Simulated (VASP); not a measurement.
Wanted: the native input for a VASP 6.6.1 run.

* Task: single point
* Functional: PBE
* Potentials or basis: VASP PAW PBE potentials, release 64 (Al, Ru_pv)
* Cutoff: 520 eV
* k mesh: 14 × 14 × 8
* Occupations: gaussian, width 0.15 eV
* Spin: no spin polarisation
* Dipole correction: no
* Further INCAR settings: ALGO = Fast; EDIFF = 1e-07; NBANDS = 25

The structure of AlRu lies in POSCAR:

```
AlRu
1.0
    3.0038895946      0.0000000000      0.0000000000
    0.0000000000      3.0038895946      0.0000000000
    0.0000000000      0.0000000000      6.0077791893
Al Ru
2 2
Direct
    0.0000000000      0.0000000000     -0.0099870515
    0.0000000000      0.0000000000      0.5099870515
    0.5000000000      0.5000000000      0.2500000000
    0.5000000000      0.5000000000      0.7500000000
```

This cell differs from its parent crystal: atoms displaced along a vibrational mode.

These files were run (other wordings do the same):

INCAR

```
PREC = Accurate
ENCUT = 520
EDIFF = 1E-7
ISMEAR = 0
SIGMA = 0.15
LREAL = False
LASPH = True
NELM = 80
ALGO = Fast
ISIF = 2
LWAVE = False
LCHARG = True
GGA = PE
LELF = True
LVHAR = True
NBANDS = 25
```

KPOINTS

```
regular mesh
0
Gamma
  14 14 8
```

Potentials or basis: VASP PAW PBE potentials, release 64 (Al, Ru_pv).

The run is started by

```console
$ cat potpaw_PBE.64/Al/POTCAR potpaw_PBE.64/Ru_pv/POTCAR > POTCAR
$ mpirun -np 1 vasp_std > vasp.out
```

It gave:

```yaml
Pressure: 0.4 GPa
Largest_force: 0.649 eV/Å
Band_gap_on_the_k_mesh: zero (bands 17 and 18 overlap by 2.69 eV)
```

Caveat: the cell differs from its parent crystal (atoms displaced along a vibrational mode).

It took 110 s on 1 thread of AMD EPYC 9R45 96-Core Processor (Zen 5), with other jobs on the host, peak memory 0.29 GiB.
